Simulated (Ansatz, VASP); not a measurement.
KI: VASP beside Ansatz

```
K I
1.0
     0.00000    3.54457    3.61227
     3.54457    0.00000    3.61227
     3.54457    3.54457    0.00000
K I
1 1
Direct
  0.00000 0.00000 0.00000
  0.50000 0.50000 0.50000
```

Change from the starting cell: uniaxial_z strain +1.9%.

Alike in both runs: task single point; functional HSE06; k mesh 4 × 4 × 4; no spin polarisation.

|  | VASP | Ansatz |
| --- | --- | --- |
| version | VASP 6.6.1 | Ansatz 0.2.0 |
| potentials or method | VASP PAW PBE potentials, release 64 (K_sv, I) | plane waves, PAW |
| plane-wave cutoff (eV) | 520 | 420 |
| occupations | gaussian, width 0.01 eV | fixed |
| valence electrons in the cell | 16 | 26 |

VASP gave:

| Item | Value |
| --- | --- |
| gap on the k mesh at the Fermi level (eV) | 4.88 |
| pressure (GPa) | 0.1 |
| traceless stress, the component that is largest in VASP (GPa) | -0.27 |

Question: Which values does Ansatz return?

Answer: gap on the k mesh at the Fermi level (eV): 4.89; pressure (GPa): 0.1; traceless stress, the component that is largest in VASP (GPa): -0.27.

VASP's potentials hold 16 valence electrons a cell and Ansatz's 26, so a difference there can come from the potentials and not from the codes. Ansatz's warnings: stress exchange threshold loose, stress scf threshold loose.

Neither program's run includes spin-orbit coupling.
